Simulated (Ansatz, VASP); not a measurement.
Si2W: VASP beside Ansatz

```xyz
3
Lattice="-1.6069 1.6069 3.9150 1.6069 -1.6069 3.9150 1.6069 1.6069 -3.9150" Properties=species:S:1:pos:R:3 pbc="T T T"
Si    0.0000    0.0000    2.6207
Si    0.0000    0.0000    5.2092
W     0.0000    0.0000    0.0000
```

Alike in both runs: task single point; functional LDA; k mesh 12 × 12 × 12; occupations fermi-dirac, width 0.1 eV; no spin polarisation.

```csv
,VASP,Ansatz
version,VASP 6.6.1,Ansatz 0.2.0
potentials or method,"VASP PAW LDA potentials, release 64 (Si, W_sv)","plane waves, PAW"
plane-wave cutoff (eV),500,420
valence electrons in the cell,22,22
```

VASP gave:

```
gap on the k mesh at the Fermi level (eV) : none
pressure (GPa)                            : -5.0
rms of the force components (eV/Å)        : 0.019
```

Estimate Ansatz's values.

gap on the k mesh at the Fermi level (eV): none; pressure (GPa): -5.7; rms of the force components (eV/Å): 0.025.

LDA's correlation is that of Perdew and Zunger in VASP and of Perdew and Wang (1992) in Ansatz. Atom by atom the forces differ by 0.006 eV/Å (rms over components). A gap of «none» marks a metal or a gap that the smearing closes.

Neither program's run includes spin-orbit coupling.
